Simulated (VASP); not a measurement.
Runs of VASP 6.6.1 on Ti. The structure is that of space group Im-3m (No. 229), or close to it. The cells are those of the table. This isn't the form of Ti at room conditions, which is hcp.

```csv
task,cell,k mesh,cutoff (eV),smearing,gap on the mesh (eV),pressure (GPa),relaxed volume (Å³/atom)
single point,"a = 2.749 Å, angles 109.5°, 1 atom",20 × 20 × 20,520,fermi-dirac 0.15 eV,none,-2.8,-
relaxation of cell and atoms,"relaxed from a = 2.741 Å, angles 109.5°, 1 atom",20 × 20 × 20,600,fermi-dirac 0.15 eV,none,0.0,(a)
single point,"a = 2.741 Å, angles 109.5°, 1 atom",18 × 18 × 18,520,gaussian 0.1 eV,none,-0.2,-
relaxation of cell and atoms,"relaxed from a = 2.744 Å, angles 109.5°, 1 atom",18 × 18 × 18,600,gaussian 0.1 eV,none,0.0,15.83
```

Alike in all rows: level LDA; potentials or basis VASP PAW LDA potentials, release 64 (Ti_sv); no spin polarisation.

Task: Fill in the values left out.

Result: (a) 15.97.

A gap of «none» marks levels without a gap at the run's occupations.
